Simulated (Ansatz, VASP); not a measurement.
**One calculation of InBAs2, two programs**

```
CELL_PARAMETERS angstrom
3.68116 0.00000 0.00000
0.00000 3.68116 0.00000
0.00000 0.00000 5.64216
ATOMIC_POSITIONS crystal
B 0.00000 0.00000 0.00000
As 0.00000 0.50000 0.19438
As 0.50000 0.00000 0.80562
In 0.50000 0.50000 0.50000
```

Alike in both runs: task single point; functional r2SCAN; k mesh 6 × 6 × 4; occupations fermi-dirac, width 0.02 eV; no spin polarisation.

```csv
,VASP,Ansatz
version,VASP 6.6.1,Ansatz 0.2.0
potentials or method,"VASP PAW PBE potentials, release 64 (B, As, In_d)","plane waves, PAW"
plane-wave cutoff (eV),520,500
valence electrons in the cell,26,46
```

```tsv
	VASP	Ansatz	Ansatz less VASP
pressure (GPa)	6.1	6.0	-0.07
rms of the force components (eV/Å)	0.055	0.059	+0.0043
```

VASP's potentials were made for PBE, not for r2SCAN. VASP's potentials hold 26 valence electrons a cell and Ansatz's 46, so a difference there can come from the potentials and not from the codes.
